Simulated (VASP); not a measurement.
## MgCd3O2: single point with PBE

Crystal: MgCd3O2.

```
Mg Cd O
1.0
     3.22212    0.00000    0.00000
    -1.61106    2.79044    0.00000
     0.00000    0.00000   10.18325
Mg Cd O
1 3 2
Cartesian
  0.0000 0.0000 0.0000
  1.6111 0.9301 2.6693
  0.0000 1.8603 7.5139
  0.0000 0.0000 5.0916
  0.0000 1.8603 1.1412
  1.6111 0.9301 9.0420
```

```json
{"Program": "VASP 6.6.1", "Task": "single point", "Functional": "PBE", "Potentials or basis": "VASP PAW PBE potentials, release 64 (Mg, Cd, O)", "Cutoff": "520 eV", "k mesh": "6 × 6 × 2", "Occupations": "gaussian, width 0.2 eV", "Spin": "no spin polarisation", "Dipole correction": "no", "Further INCAR settings": "ALGO = Normal; EDIFF = 1e-07; NBANDS = 34"}
```

| Property | Result |
| --- | --- |
| Pressure | -0.1 GPa |
| Largest force | 0.104 eV/Å |
| Band gap on the k mesh | zero (band 25 reaches 3.37 eV, above the bottom of band 26 at 2.63 eV) |

Forces in eV/Å, atoms in the order of the input:
```
Mg   0.000  0.000  0.000
Cd   0.000  0.000  0.089
Cd   0.000  0.000 -0.089
Cd   0.000  0.000  0.000
O    0.000  0.000 -0.104
O    0.000  0.000  0.104
```

Stress tensor (GPa, compression positive):
```
-0.02  0.00  0.00
 0.00 -0.02  0.00
 0.00  0.00 -0.35
```

Levels at points of the mesh, in eV from the Fermi level:
| k point | band 21 | band 22 | band 23 | band 24 | band 25 | band 26 | band 27 | band 28 | band 29 | band 30 |
| --- | --- | --- | --- | --- | --- | --- | --- | --- | --- | --- |
| (0.00, 0.00, 0.00) | -2.51 | -2.51 | -2.22 | -2.12 | -2.12 | -0.72 | 2.78 | 4.56 | 8.46 | 10.20 |
| (0.50, 0.00, 0.00) | -3.49 | -3.07 | -2.53 | -1.96 | -1.34 | 0.29 | 1.42 | 3.74 | 4.01 | 6.63 |
| (0.00, 0.00, 0.50) | -3.70 | -2.51 | -2.51 | -2.12 | -2.12 | 0.71 | 1.46 | 5.25 | 7.78 | 11.64 |
| (0.50, 0.00, 0.50) | -3.49 | -3.06 | -2.54 | -2.06 | -1.58 | 0.70 | 1.41 | 3.69 | 3.78 | 6.87 |

It took 31 s on 1 thread of Intel(R) Xeon(R) Platinum 8488C (Sapphire Rapids) (shared host), peak memory 0.22 GiB.

Caveat: the k points lie up to 0.38 Å⁻¹ apart.
